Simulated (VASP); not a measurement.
Write the native input for VASP 6.6.1 that does the following.

- Task: single point
- Functional: LDA
- Potentials or basis: VASP PAW LDA potentials, release 64 (Sn_d, Se)
- Cutoff: 520 eV
- k mesh: 8 × 8 × 8
- Occupations: gaussian, width 0.05 eV
- Spin: no spin polarisation
- Dipole correction: no
- Further INCAR settings: ALGO = Normal; EDIFF = 1e-07; NBANDS = 17

The structure of SnSe lies in POSCAR:

```
SnSe
1.0
    0.0000000000      2.9347500000      3.0852500000
    2.9347500000      0.0000000000      3.0852500000
    2.9347500000      2.9347500000      0.0000000000
Sn Se
1 1
Direct
    0.0000000000      0.0000000000      0.0000000000
    0.5000000000      0.5000000000      0.5000000000
```

This cell differs from its parent crystal: strain -0.025 along x and y, +0.025 along z.

These files were run (other wordings do the same):

INCAR

```
  ALGO = Normal
  EDIFF = 1E-7
  ENCUT = 520
  ISIF = 2
  ISMEAR = 0
  LASPH = T
  LCHARG = F
  LREAL = F
  LWAVE = F
  NBANDS = 17
  NELM = 100
  PREC = Accurate
  SIGMA = 0.05
```

KPOINTS

```
k-points
0
Gamma
  8 8 8
```

Potentials or basis: VASP PAW LDA potentials, release 64 (Sn_d, Se).

The run is started by

```sh
$ cat potpaw_LDA.64/Sn_d/POTCAR potpaw_LDA.64/Se/POTCAR > POTCAR
$ mpirun -np 1 vasp_std > vasp.out
```

Results of the run:

```
Pressure               : -1.7 GPa
Band gap on the k mesh : 0.65 eV (least direct gap 0.70 eV)
```

Caveat: the cell differs from its parent crystal (strain -0.025 along x and y, +0.025 along z); spin-orbit coupling is left out, which moves the levels of the heavy elements.

It took 72 s on 1 thread of AMD EPYC 7R13, on a shared host, peak memory 0.16 GiB.
